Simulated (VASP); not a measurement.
Here is a VASP 6.6.1 calculation.

The input INCAR:

```
PREC = Accurate
ENCUT = 500
EDIFF = 1E-6
ISMEAR = 0
SIGMA = 0.1
LREAL = False
LASPH = True
NELM = 120
ALGO = Normal
ISIF = 2
LWAVE = False
LCHARG = False
GGA = PS
NBANDS = 45
GGA_COMPAT = False
```

Contents of KPOINTS:

```
regular mesh
0
Gamma
  8 8 8
```

Contents of POSCAR:

```
MoP4
1.0
    2.6733589277     -5.6127892346      0.0048824891
    2.6733589277      5.6127892346      0.0048824891
   -2.0543780238      0.0000000000      5.3754967930
Mo P
2 8
Direct
    0.9420458152      0.0579541848      0.2500000000
    0.0579541848      0.9420458152      0.7500000000
    0.1829539972      0.3741936485      0.6819998545
    0.6258063515      0.8170460028      0.8180001455
    0.8170460028      0.6258063515      0.3180001455
    0.3741936485      0.1829539972      0.1819998545
    0.0568821514      0.4973146812      0.1900550198
    0.5026853188      0.9431178486      0.3099449802
    0.9431178486      0.5026853188      0.8099449802
    0.4973146812      0.0568821514      0.6900550198
```

Potentials or basis: VASP PAW PBE potentials, release 64 (Mo_sv, P).

Launch:

```console
$ cat potpaw_PBE.64/Mo_sv/POTCAR potpaw_PBE.64/P/POTCAR > POTCAR
$ mpirun -np 1 vasp_std > vasp.out
```

Question: What does it give for the largest force?

Answer: 0.134 eV/Å.

Question: Predict the pressure.

Answer: -2.2 GPa.

Question: Predict the band gap on the k mesh.

Answer: Zero (bands 34 and 35 overlap by 0.20 eV).

Forces on the atoms (eV/Å):
```
Mo   0.000 -0.131  0.000
Mo   0.000  0.131  0.000
P   -0.034  0.018  0.128
P    0.034  0.018 -0.128
P    0.034 -0.018 -0.128
P   -0.034 -0.018  0.128
P    0.028  0.056  0.101
P   -0.028  0.056 -0.101
P   -0.028 -0.056 -0.101
P    0.028 -0.056  0.101
```

Caveat: the cell differs from its parent crystal (biaxial strain in the a-b plane: +1.0 %); the stress differs along the axes, from -4 to 1 GPa; the PAW data sets were made with another functional, which shifts forces and pressure a little.
